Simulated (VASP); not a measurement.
**Zn: single point with PBE**

Crystal: Zn.

```
Zn
1.0
     1.47108    1.47108    1.47108
    -1.47108    1.47108    1.47108
    -1.47108   -1.47108    1.47108
Zn
1
Direct
  0.00000 0.00000 0.00000
```

This isn't the form of Zn at room conditions, which is hcp.

| Item | Value |
| --- | --- |
| Program | VASP 6.6.1 |
| Task | single point |
| Functional | PBE |
| Potentials or basis | VASP PAW PBE potentials, release 64 (Zn) |
| Cutoff | 520 eV |
| k mesh | 18 × 18 × 18 |
| Occupations | gaussian, width 0.05 eV |
| Spin | no spin polarisation |

| Item | Value |
| --- | --- |
| Pressure | 20.6 GPa |
| Band gap on the k mesh | zero (bands 6 and 7 overlap by 5.14 eV) |

Levels at points of the mesh, in eV from the Fermi level:
| k point | band 4 | band 5 | band 6 | band 7 | band 8 | band 9 |
| --- | --- | --- | --- | --- | --- | --- |
| (0.00, 0.00, 0.00) | -8.55 | -7.86 | -7.86 | 22.28 | 22.28 | 22.28 |
| (0.50, 0.00, 0.00) | -7.81 | -7.39 | -3.67 | -0.76 | 12.84 | 13.86 |
| (0.50, 0.50, 0.50) | -7.50 | -7.50 | 4.37 | 4.37 | 4.37 | 9.16 |

Run time: 27 s on 1 thread of Intel Xeon 8259CL, on a shared host, peak memory 0.15 GiB.

Caveat: the cell stands under pressure.
